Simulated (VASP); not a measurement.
Input of a VASP 6.6.1 run:

INCAR

```
SYSTEM = HgTe
PREC = Accurate ; ENCUT = 600
EDIFF = 1E-6 ; ISMEAR = -1
SIGMA = 0.05 ; LREAL = .FALSE.
LASPH = .TRUE. ; NELM = 60
ALGO = Normal ; ISIF = 3
LWAVE = .FALSE. ; LCHARG = .FALSE.
GGA = RP ; IVDW = 13
IBRION = 2 ; NSW = 60
EDIFFG = -0.01
```

KPOINTS

```
regular mesh
0
G
  7 7 7
  0 0 0
```

Contents of POSCAR:

```
HgTe
1.0
    0.0000000000      3.1800000000      3.1800000000
    3.1800000000      0.0000000000      3.1800000000
    3.1800000000      3.1800000000      0.0000000000
Hg Te
1 1
Direct
    0.0000000000      0.0000000000      0.0000000000
    0.5000000000      0.5000000000      0.5000000000
```

Potentials or basis: VASP PAW PBE potentials, release 64 (Hg, Te).

Launch:

```console
$ cat potpaw_PBE.64/Hg/POTCAR potpaw_PBE.64/Te/POTCAR > POTCAR
$ mpirun -np 1 vasp_std > vasp.out
```

(1) Predict the dispersion energy per atom.

(2) Estimate the space group after relaxing (to 0.05 Å).

Answers

(1) -0.913 eV.

(2) Fm-3m (No. 225).
